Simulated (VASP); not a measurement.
# Ni in VASP: further runs, part 2 of 2

VASP 6.6.1. The steps go on from the part before.

### Step 3. Single point, revPBE, collinear spin, antiferromagnetic start

This run uses another cell than the first one: it holds 2 atoms, not 1.

File INCAR:

```
ALGO = Normal ; EDIFF = 1E-7
ENCUT = 520 ; GGA = RE
ISIF = 2 ; ISMEAR = -1
ISPIN = 2 ; LASPH = T
LCHARG = T ; LELF = T
LMAXMIX = 4 ; LORBIT = 11
LREAL = F ; LVHAR = T
LWAVE = F ; MAGMOM = 0.8 -0.8
NBANDS = 21 ; NELM = 150
PREC = Accurate ; SIGMA = 0.05
```

File KPOINTS:

```
k-points
0
Gamma
  13 13 9
```

File POSCAR:

```
Ni
1.0
    2.5011651906      0.0000000000      0.0000000000
    0.0000000000      2.5011651906      0.0000000000
    0.0000000000      0.0000000000      3.5355824372
Ni
2
Direct
    0.0000000000      0.0000000000      0.0000000000
    0.5000000000      0.5000000000      0.5000000000
```

Potentials or basis: VASP PAW PBE potentials, release 64 (Ni).

Launch:

```console
$ cat potpaw_PBE.64/Ni/POTCAR > POTCAR
$ mpirun -np 1 vasp_std > vasp.out
```

OUTCAR:

```text
EDIFF = 1E-7
   ENCUT = 520
   GGA = RE
   ISIF = 2
   ISMEAR = -1
   ISPIN = 2
   LASPH = T
   LORBIT = 11
   LREAL = F
   NELM = 150
   PREC = Accurate

 ion  position               nearest neighbor table
   1  0.000  0.000  0.000-   2 2.50   2 2.50   2 2.50   2 2.50   2 2.50   2 2.50   2 2.50   2 2.50

   2  0.500  0.500  0.500-   1 2.50   1 2.50   1 2.50   1 2.50   1 2.50   1 2.50   1 2.50   1 2.50

  LATTYP: Found a simple tetragonal cell.
 ALAT       =     2.5011651906
 C/A-ratio  =     1.4135741416

  Lattice vectors:

 A1 = (   2.5011651906,   0.0000000000,   0.0000000000)
 A2 = (   0.0000000000,   2.5011651906,   0.0000000000)
 A3 = (   0.0000000000,   0.0000000000,   3.5355824372)

Analysis of symmetry for initial positions (statically):
=====================================================================
 Subroutine PRICEL returns following result:

  LATTYP: Found a body centered tetragonal cell.
 ALAT       =     2.5011651906
 C/A-ratio  =     1.4135741416
[... 12 lines left out ...]
 Subroutine GETGRP returns: Found 16 space group operations
 (whereof 16 operations were pure point group operations)
 out of a pool of 16 trial point group operations.

The static configuration has the point symmetry D_4h.

Analysis of symmetry for dynamics (positions and initial velocities):
=====================================================================
 Subroutine PRICEL returns following result:

  LATTYP: Found a body centered tetragonal cell.
 ALAT       =     2.5011651906
 C/A-ratio  =     1.4135741416
[... 12 lines left out ...]
 Subroutine GETGRP returns: Found 16 space group operations
 (whereof 16 operations were pure point group operations)
 out of a pool of 16 trial point group operations.

The dynamic configuration has the point symmetry D_4h.

Analysis of structural, dynamic, and magnetic symmetry:
=====================================================================
 Subroutine PRICEL returns following result:

  LATTYP: Found a body centered tetragonal cell.
 ALAT       =     2.5011651906
 C/A-ratio  =     1.4135741416
[... 12 lines left out ...]
 Subroutine GETGRP returns: Found 16 space group operations
 (whereof 16 operations were pure point group operations)
 out of a pool of 16 trial point group operations.

The overall configuration has the point symmetry D_4h.

 Subroutine INISYM returns: Found 16 space group operations
 (whereof 16 operations are pure point group operations),
 and found     2 'primitive' translations

----------------------------------------------------------------------------------------

                                     Primitive cell

  volume of cell :      11.0590

  direct lattice vectors                    reciprocal lattice vectors
    -1.250582595 -1.250582595 -1.767791219     0.000000000 -0.399813656 -0.282838830
     1.250582595  1.250582595 -1.767791219     0.399813656  0.000000000 -0.282838830
     1.250582595 -1.250582595  1.767791219     0.399813656 -0.399813656  0.000000000

  length of vectors
     2.500599818  2.500599818  2.500599818     0.489743569  0.489743569  0.565421895

  position of ions in fractional coordinates (direct lattice)
     0.000000000  0.000000000  0.000000000

  ion indices of the primitive-cell ions
   primitive index   ion index
                 1           1

----------------------------------------------------------------------------------------
[... 66 lines left out ...]
   LSORBIT =      F    spin-orbit coupling
   LASPH  =      T    aspherical Exc in radial PAW
   ENCUT  =  520.0 eV  38.22 Ry    6.18 a.u.   4.65  4.65  6.57*2*pi/ulx,y,z
   NELM   =    150;   NELMIN=  2; NELMDL= -5     # of ELM steps
   EDIFF  = 0.1E-06   stopping-criterion for ELM
   LREAL  =      F    real-space projection
   EDIFFG = 0.1E-05   stopping-criterion for IOM
   NSW    =      0    number of steps for IOM
   IBRION =     -1    ionic relax: 0-MD 1-quasi-New 2-CG
   NFREE  =      0    steps in history (QN), initial steepest desc. (CG)
   ISIF   =      2    stress and relaxation
   ISYM   =      2    0-nonsym 1-usesym 2-fastsym
   POTIM  = 0.5000    time-step for ionic-motion
   TEBEG  =    0.0;   TEEND  =   0.0 temperature during run
   PSTRESS=    0.0 pullay stress
   NELECT =      20.0000    total number of electrons
   NUPDOWN=      -1.0000    fix difference up-down
   EMIN   =  10.00;   EMAX   =-10.00  energy-range for DOS
   EFERMI =   0.00;   METHOD = LEGACY
   ISMEAR =    -1;   SIGMA  =   0.05  broadening in eV -4-tet -1-fermi 0-gaus
   EFERMI_NEDOS =   21; number of points for ismear=-14 and -15
   IALGO  =     38    algorithm
   IMIX   =      4    mixing-type and parameters
     AMIX     =   0.40;   BMIX     =  1.00
     AMIX_MAG =   1.60;   BMIX_MAG =  1.00
  volume/ion in A,a.u.               =      11.06        74.63
  Fermi-wavevector in a.u.,A,eV,Ry     =   1.583080  2.991588 34.098145  2.506143
  Thomas-Fermi vector in A             =   2.682905
   LORBIT       =     11    0 simple, 1 ext, 2 COOP (PROOUT), +10 PAW based schemes
   GGA     = RE    functional components
   LHFCALC =     F    Hartree Fock is set to
   AEXX    =    0.0000 exact exchange contribution
   IVDW    =     0    specifies the selected vdW correction
   LEPSILON=     F    determine dielectric tensor
   LRPA    =     F    only Hartree local field effects (RPA)
 spin polarized calculation
  energy-cutoff  :      520.00
  volume of cell :       22.12
 maximum number of plane-waves:       613
 NGX is ok and might be reduce to    20

 number of electron      19.9999989 magnetization       0.0000000

 number of electron      19.9999989 magnetization      -0.0000000

 Free energy of the ion-electron system (eV)
  ---------------------------------------------------
  ext. energy  EPLUGINS =         0.00000000
  ---------------------------------------------------
  free energy    TOTEN  =       -10.03071141 eV

  energy without entropy =       -9.97557368  energy(sigma->0) =      -10.00314254

 E-fermi :   9.0697     XC(G=0): -13.0670

 val. band max:        9.0694063858   @ k =   0.4615   0.3077   0.4444
 cond. band min:       9.0737587157   @ k =   0.3077   0.1538   0.0000
 fundamental gap:      0.0043523299
 Fermi energy:         9.0697228517

 spin component 1

 k-point     1 :       0.0000    0.0000    0.0000
  band No.  band energies     occupation
      1       0.3439      1.00000
      2       4.8918      1.00000
      3       5.4688      1.00000
      4       7.2636      1.00000
      5       7.2636      1.00000
      6       7.2753      1.00000
[... 565 lines left out ...]
     20      33.3312      0.00000
     21      34.2301      0.00000

 [... further k-points ...]

 spin component 2

 k-point     1 :       0.0000    0.0000    0.0000
  band No.  band energies     occupation
      1       0.3439      1.00000
      2       4.8918      1.00000
      3       5.4688      1.00000
      4       7.2636      1.00000
      5       7.2636      1.00000
      6       7.2753      1.00000
[... 565 lines left out ...]
     20      33.3312      0.00000
     21      34.2301      0.00000

 [... further k-points ...]

------------------------ aborting loop because EDIFF is reached ----------------------------------------

  FORCE on cell =-STRESS in cart. coord.  units (eV):
  Direction    XX          YY          ZZ          XY          YZ          ZX
  --------------------------------------------------------------------------------------
  -------------------------------------------------------------------------------------
  Total        0.0217064      0.0217064      0.0251507      0.0000000      0.0000000     -0.0000000
  in kB        1.5723614      1.5723614      1.8218592      0.0000000      0.0000000     -0.0000000
  external PRESSURE =       1.6555273 kB  Pullay stress =       0.0000000 kB

 VOLUME and BASIS-vectors are now :
 -----------------------------------------------------------------------------
  energy-cutoff  :      520.00
  volume of cell :       22.12
      direct lattice vectors                 reciprocal lattice vectors
     2.501165191  0.000000000  0.000000000     0.399813656  0.000000000  0.000000000
     0.000000000  2.501165191  0.000000000     0.000000000  0.399813656  0.000000000
     0.000000000  0.000000000  3.535582437     0.000000000  0.000000000  0.282838830

 POSITION                                       TOTAL-FORCE (eV/Angst)
 -----------------------------------------------------------------------------------
      0.00000      0.00000      0.00000         0.000000      0.000000      0.000000
      1.25058      1.25058      1.76779        -0.000000     -0.000000      0.000000
 -----------------------------------------------------------------------------------
    total drift:                               -0.000000      0.000000      0.000000

  FREE ENERGIE OF THE ION-ELECTRON SYSTEM (eV)
  ---------------------------------------------------
  free  energy   TOTEN  =       -10.0307114082 eV

  energy  without entropy=       -9.9755736788  energy(sigma->0) =      -10.00314254

 total charge

# of ion       s       p       d       tot
------------------------------------------
    1        0.485   0.478   8.316   9.279
    2        0.485   0.478   8.316   9.279
--------------------------------------------------
tot          0.971   0.955  16.631  18.557

 magnetization (x)

# of ion       s       p       d       tot
------------------------------------------
    1       -0.000   0.001   0.127   0.128
    2        0.000  -0.001  -0.127  -0.128
--------------------------------------------------
tot          0.000   0.000   0.000   0.000
```

OSZICAR:

```text
N       E                     dE             d eps       ncg     rms          rms(c)
DAV:   1     0.959149736260E+02    0.95915E+02   -0.88519E+03 12920   0.134E+03
DAV:   2    -0.644938518957E+01   -0.10236E+03   -0.94613E+02 12010   0.233E+02
DAV:   3    -0.118301752829E+02   -0.53808E+01   -0.52072E+01 13329   0.615E+01
DAV:   4    -0.119032762973E+02   -0.73101E-01   -0.73025E-01 13589   0.663E+00
DAV:   5    -0.119055088366E+02   -0.22325E-02   -0.22324E-02 13468   0.114E+00    0.135E+01
DAV:   6    -0.107000263216E+02    0.12055E+01   -0.73110E+00 13831   0.557E+01    0.848E+00
DAV:   7    -0.100594592601E+02    0.64057E+00   -0.16684E+00 13824   0.232E+01    0.246E+00
DAV:   8    -0.100338409848E+02    0.25618E-01   -0.20687E-02 16895   0.252E+00    0.779E-01
DAV:   9    -0.100313023589E+02    0.25386E-02   -0.24317E-03 16529   0.579E-01    0.298E-01
DAV:  10    -0.100306700376E+02    0.63232E-03   -0.43836E-04 19671   0.366E-01    0.595E-02
DAV:  11    -0.100306924797E+02   -0.22442E-04   -0.37563E-05 15729   0.648E-02    0.384E-02
DAV:  12    -0.100307023389E+02   -0.98593E-05   -0.18859E-05 18856   0.907E-02    0.207E-02
DAV:  13    -0.100307075700E+02   -0.52311E-05   -0.79137E-06 18431   0.659E-02    0.873E-03
DAV:  14    -0.100307095554E+02   -0.19853E-05   -0.24507E-06 19142   0.318E-02    0.628E-03
DAV:  15    -0.100307108925E+02   -0.13372E-05   -0.89455E-06 17287   0.701E-02    0.224E-03
DAV:  16    -0.100307112335E+02   -0.34097E-06   -0.14733E-06 17840   0.230E-02    0.106E-03
DAV:  17    -0.100307113799E+02   -0.14645E-06   -0.15428E-07  9167   0.742E-03    0.347E-04
DAV:  18    -0.100307114082E+02   -0.28218E-07   -0.34205E-08  6290   0.257E-03
   1 F= -.10030711E+02 E0= -.10003143E+02  d E =-.551377E-01  mag=    -0.0000
```

stdout:

```text
POSCAR found type information on POSCAR Ni
 POSCAR found :  1 types and       2 ions
 scaLAPACK will be used
 -----------------------------------------------------------------------------
|                                                                             |
|                                                                             |
|     You enforced a specific xc type in the INCAR file but a different       |
|     I HOPE YOU KNOW WHAT YOU ARE DOING!                                     |
|                                                                             |
 -----------------------------------------------------------------------------

 LDA part: xc-table for (Slater+PW92), standard interpolation
 POSCAR, INCAR and KPOINTS ok, starting setup
 FFT: planning ... GRIDC
 FFT: planning ... GRID_SOFT
 FFT: planning ... GRID
 WAVECAR not read
 entering main loop
```

It took 3.8 min on 1 thread of Intel Xeon 8259CL, shared host; peak memory 0.21 GiB.

What came out:

| Item | Value |
| --- | --- |
| Free energy | -10.0307 eV |
| Pressure | 0.2 GPa |
| Band gap on the k mesh | zero (filled and empty bands overlap) |
| Net moment | 0.00 μB per cell |
| Site moments | Ni +0.13, -0.13 μB |
| Valence electrons inside the program's atomic spheres | Ni 9.28 |

Caveat: the PAW data sets were made with another functional, which shifts forces and pressure a little.

### Step 4. Relaxation of cell and atoms, revPBE, collinear spin, antiferromagnetic start

This run uses another cell than the first one: it holds 2 atoms, not 1.

File INCAR:

```
SYSTEM = Ni
ALGO = Normal ; EDIFF = 1E-6
EDIFFG = -0.01 ; ENCUT = 600
GGA = RE ; IBRION = 2
ISIF = 3 ; ISMEAR = -1
ISPIN = 2 ; LASPH = .TRUE.
LCHARG = .FALSE. ; LMAXMIX = 4
LORBIT = 11 ; LREAL = .FALSE.
LWAVE = .FALSE. ; MAGMOM = 0.8 -0.8
NELM = 150 ; NSW = 80
PREC = Accurate ; SIGMA = 0.05
```

File KPOINTS:

```
k-points
0
G
  13 13 9
  0 0 0
```

File POSCAR:

```
Ni
1.0
    2.4917594441      0.0000000000      0.0000000000
    0.0000000000      2.4917594441      0.0000000000
    0.0000000000      0.0000000000      3.5238800000
Ni
2
Direct
    0.0000000000      0.0000000000      0.0000000000
    0.5000000000      0.5000000000      0.5000000000
```

Launch:

```console
$ cat potpaw_PBE.64/Ni/POTCAR > POTCAR
$ mpirun -np 1 vasp_std > vasp.out
```

Wall time 4.9 min (1 thread of Intel Xeon 8259CL, shared host); peak memory 0.21 GiB.

Results (log left out):

```yaml
Free_energy: -10.0296 eV
Relaxed_volume: 11.06 Å³/atom
Relaxed_cell: a = 2.501 Å, b = 2.501 Å, c = 3.537 Å, α = 90.00°, β = 90.00°, γ = 90.00°
Space_group_after_relaxing_to_0.05_Å: Fm-3m (No. 225)
Energy_gained_by_relaxing: 0.8 meV/atom
Ionic_steps: 3
Pressure_after_relaxing: 0.0 GPa
Band_gap_on_the_k_mesh: zero (filled and empty bands overlap)
Net_moment: 0.00 μB per cell
Site_moments: Ni +0.13, -0.13 μB
Valence_electrons_inside_the_program's_atomic_spheres: Ni 9.28
```

Step by step:
```csv
step,energy change (eV),largest force (eV/Å),pressure (GPa),volume (Å³)
1,0.0000,0.0000,2.15,21.88
2,-0.0004,0.0000,-1.63,22.35
3,-0.0016,0.0000,0.00,22.12
```

Final structure:
```cif
data_structure
_symmetry_space_group_name_H-M 'P 1'
_symmetry_Int_Tables_number 1
_cell_length_a 2.5010
_cell_length_b 2.5010
_cell_length_c 3.5370
_cell_angle_alpha 90.000
_cell_angle_beta 90.000
_cell_angle_gamma 90.000
_cell_volume 22.12
loop_
_atom_site_label
_atom_site_type_symbol
_atom_site_fract_x
_atom_site_fract_y
_atom_site_fract_z
_atom_site_occupancy
Ni1 Ni 0.00000 0.00000 0.00000 1
Ni2 Ni 0.50000 0.50000 0.50000 1
```

Levels at points of the mesh, in eV from the Fermi level:
Spin up:
```tsv
k point	band 7	band 8	band 9	band 10	band 11	band 12	band 13	band 14
(0.00, 0.00, 0.00)	-0.74	-0.74	-0.04	0.16	0.16	2.61	9.39	14.88
```
Spin down:
| k point | band 6 | band 7 | band 8 | band 9 | band 10 | band 11 | band 12 | band 13 | band 14 |
| --- | --- | --- | --- | --- | --- | --- | --- | --- | --- |
| (0.00, 0.00, 0.00) | -1.80 | -0.74 | -0.74 | -0.04 | 0.16 | 0.16 | 2.61 | 9.39 | 14.88 |

Caveat: the PAW data sets were made with another functional, which shifts forces and pressure a little.

### Step 5. The runs side by side

| task | spin | cell | k mesh | cutoff (eV) | smearing | gap on the mesh (eV) | pressure (GPa) | moment (μB) |
| --- | --- | --- | --- | --- | --- | --- | --- | --- |
| single point | non-collinear, zero start, SOC | a = 2.502 Å, angles 60.0°, 1 atom | 15 × 15 × 15 | 520 | fermi-dirac 0.1 eV | - | 0.3 | 0.00 |
| single point | collinear, antiferromagnetic start | a = 2.501, b = 2.501, c = 3.536 Å, 2 atoms | 13 × 13 × 9 | 520 | fermi-dirac 0.05 eV | none | 0.2 | 0.00 |
| relaxation of cell and atoms | collinear, antiferromagnetic start | relaxed from a = 2.492, b = 2.492, c = 3.524 Å, 2 atoms | 13 × 13 × 9 | 600 | fermi-dirac 0.05 eV | none | 0.0 | 0.00 |

Alike in all rows: level revPBE; potentials or basis VASP PAW PBE potentials, release 64 (Ni).

Caveats: the PAW data sets were made with another functional, which shifts forces and pressure a little.

Total energies depend on the potentials used, so only differences within one code and one set of settings carry meaning.
